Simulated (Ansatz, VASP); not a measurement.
**One calculation of Bi2TeO4, two programs**

```
Bi Te O
1.0
     0.00000    6.40530    3.23180
     3.06016    0.00000    3.23180
     3.06016    6.40530    0.00000
Bi Te O
2 1 4
Direct
  0.56968 0.23764 0.76236
  0.23764 0.56968 0.43032
  0.04117 0.04117 0.95883
  0.12021 0.60177 0.87979
  0.60177 0.12021 0.39823
  0.71441 0.71441 0.78559
  0.21441 0.21441 0.28559
```

Change from the starting cell: the structure that the rattled cell fell into.

Alike in both runs: functional PBE; k mesh 8 × 8 × 8; occupations gaussian, width 0.01 eV; no spin polarisation.

Ansatz relaxed the structure, and its values are those at the end. VASP's run is a single point on that final structure, the one shown.

|  | VASP | Ansatz |
| --- | --- | --- |
| version | VASP 6.6.1 | Ansatz 0.2.0 |
| potentials or method | VASP PAW PBE potentials, release 64 (Bi_d, Te, O), cutoff 520 eV | scalar-relativistic, plane waves, PAW |
| valence electrons in the cell | 60 | 70 |

VASP gave:

* gap on the k mesh at the Fermi level (eV): 0.22
* least direct gap on the mesh (eV): 1.31
* pressure (GPa): 0.0
* rms of the force components (eV/Å): 0.024

What did Ansatz give for the same quantities?

gap on the k mesh at the Fermi level (eV): 0.22; least direct gap on the mesh (eV): 1.31; pressure (GPa): 0.0; rms of the force components (eV/Å): 0.005.

With one functional, cell and mesh, what is left measures potentials, basis and numerics. VASP's potentials hold 60 valence electrons a cell and Ansatz's 70, so a difference there can come from the potentials and not from the codes.

Spin-orbit coupling is off throughout.
